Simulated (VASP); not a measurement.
Set up this calculation in VASP 6.6.1, as the native input.

- Task: single point
- Functional: PBEsol
- Potentials or basis: VASP PAW PBE potentials, release 64 (Sb, Mn_pv)
- Cutoff: 520 eV
- k mesh: 6 × 6 × 6
- Occupations: fermi-dirac, width 0.05 eV
- Spin: collinear spin, ferromagnetic start
- Starting moments: [0.0, 4.0] μB
- Dipole correction: no
- Further INCAR settings: ALGO = Normal; EDIFF = 1e-06; NBANDS = 20

The structure of MnSb lies in POSCAR:

```
MnSb
1.0
    0.0000000000      2.7950160000      2.7950160000
    2.7950160000      0.0000000000      2.7950160000
    2.7950160000      2.7950160000      0.0000000000
Sb Mn
1 1
Direct
    0.5167160000      0.4918740000      0.4948440000
   -0.0101640000      0.0144330000     -0.0025580000
```

One way to write it, as run:

INCAR

```
PREC = Accurate
ENCUT = 520
EDIFF = 1E-6
ISMEAR = -1
SIGMA = 0.05
LREAL = False
LASPH = True
NELM = 150
ALGO = Normal
ISIF = 2
LWAVE = False
LCHARG = False
ISPIN = 2
MAGMOM = 0 4
LORBIT = 11
LMAXMIX = 4
GGA = PS
NBANDS = 20
```

KPOINTS

```
Automatic mesh
0
Gamma
  6 6 6
```

Potentials or basis: VASP PAW PBE potentials, release 64 (Sb, Mn_pv).

The run is started by

```sh
$ cat potpaw_PBE.64/Sb/POTCAR potpaw_PBE.64/Mn_pv/POTCAR > POTCAR
$ mpirun -np 1 vasp_std > vasp.out
```

It gave:

- Pressure: -4.0 GPa
- Largest force: 0.417 eV/Å
- Net moment: 3.81 μB per cell
- Site moments: Sb -0.10; Mn +3.73 μB
- Valence electrons inside the program's atomic spheres: Sb 2.47; Mn 11.47

Caveat: the cell stands under tension; the PAW data sets were made with another functional, which shifts forces and pressure a little; a cell with one magnetic atom can't hold antiferromagnetic order, which such compounds often take.

Wall time 2.9 min on 1 thread of Intel(R) Xeon(R) Platinum 8488C (Sapphire Rapids), on a shared host, peak memory 0.3 GiB.
